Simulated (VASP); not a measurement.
Here is a VASP 6.6.1 calculation.

The input INCAR:

```
ALGO = Normal
EDIFF = 1E-6
ENCUT = 600
GGA = PS
GGA_COMPAT = F
ISIF = 2
ISMEAR = 0
LASPH = T
LCHARG = F
LREAL = F
LWAVE = F
NBANDS = 11
NELM = 120
PREC = Accurate
SIGMA = 0.02
```

KPOINTS

```
k-points
0
Gamma
  10 10 10
```

Contents of POSCAR:

```
SiC
1.0
    0.0000000000      2.1784576158      2.1784576158
    2.1784576158      0.0000000000      2.1784576158
    2.1784576158      2.1784576158      0.0000000000
Si C
1 1
Direct
    0.0000000000      0.0000000000      0.0000000000
    0.2500000000      0.2500000000      0.2500000000
```

Potentials or basis: VASP PAW PBE potentials, release 64 (Si, C).

Launch:

```console
$ cat potpaw_PBE.64/Si/POTCAR potpaw_PBE.64/C/POTCAR > POTCAR
$ mpirun -np 1 vasp_std > vasp.out
```

Estimate the band gap on the k mesh.

1.23 eV, indirect (least direct gap 4.44 eV).

What does it give for the pressure?

0.2 GPa.

Caveat: the PAW data sets were made with another functional, which shifts forces and pressure a little. A k mesh can miss the band edges.
